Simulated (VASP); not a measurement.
A run of VASP 6.6.1 is set up as follows.

The input INCAR:

```
SYSTEM = Ge
PREC = Accurate ; ENCUT = 520
EDIFF = 1E-6 ; ISMEAR = 0
SIGMA = 0.15 ; LREAL = .FALSE.
LASPH = .TRUE. ; NELM = 80
ALGO = Normal ; ISIF = 2
LWAVE = .FALSE. ; LCHARG = .FALSE.
GGA = PE ; NBANDS = 21
```

The input KPOINTS:

```
regular mesh
0
G
  14 14 14
  0 0 0
```

File POSCAR:

```
Ge
1.0
    0.0000000000      2.7863384500      2.8712015500
    2.7863384500      0.0000000000      2.8712015500
    2.7863384500      2.7863384500      0.0000000000
Ge
2
Direct
    0.5000000000      0.5000000000      0.5000000000
    0.7500000000      0.7500000000      0.7500000000
```

Potentials or basis: VASP PAW PBE potentials, release 64 (Ge_d).

Command:

```sh
$ cat potpaw_PBE.64/Ge_d/POTCAR > POTCAR
$ mpirun -np 1 vasp_std > vasp.out
```

(1) Estimate the pressure.

(2) What does it give for the band gap on the k mesh?

## Answers

(1) 4.8 GPa.

(2) 0.09 eV.

Caveat: the cell differs from its parent crystal (strain -0.015 along x and y, +0.015 along z); the cell stands under pressure.
